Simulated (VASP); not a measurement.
Set up this calculation in VASP 6.6.1, as the native input.

- Task: single point
- Functional: PBEsol
- Potentials or basis: VASP PAW PBE potentials, release 64 (K_sv, F)
- Cutoff: 520 eV
- k mesh: 9 × 9 × 9
- Occupations: fermi-dirac, width 0.05 eV
- Spin: no spin polarisation
- Dipole correction: no
- Further INCAR settings: ALGO = Normal; EDIFF = 1e-06; NBANDS = 15

The structure of KF (Carobbiite) lies in POSCAR:

```
KF
1.0
    0.0000000000      2.7242525196      2.7242525196
    2.7242525196      0.0000000000      2.7242525196
    2.7242525196      2.7242525196      0.0000000000
K F
1 1
Direct
    0.0000000000      0.0000000000      0.0000000000
    0.5000000000      0.5000000000      0.5000000000
```

The input as run:

INCAR

```
  ALGO = Normal
  EDIFF = 1E-6
  ENCUT = 520
  GGA = PS
  ISIF = 2
  ISMEAR = -1
  LASPH = True
  LCHARG = False
  LREAL = False
  LWAVE = False
  NBANDS = 15
  NELM = 60
  PREC = Accurate
  SIGMA = 0.05
```

KPOINTS

```
k-points
0
Gamma
  9 9 9
```

Potentials or basis: VASP PAW PBE potentials, release 64 (K_sv, F).

Run with:

```console
$ cat potpaw_PBE.64/K_sv/POTCAR potpaw_PBE.64/F/POTCAR > POTCAR
$ mpirun -np 1 vasp_std > vasp.out
```

Results of the run:

The pressure is -2.2 GPa and the band gap on the k mesh is 5.75 eV, direct.

Caveat: the PAW data sets were made with another functional, which shifts forces and pressure a little.

It took 11 s on 1 thread of AMD EPYC 9R45 96-Core Processor (Zen 5) (shared host), peak memory 0.14 GiB.
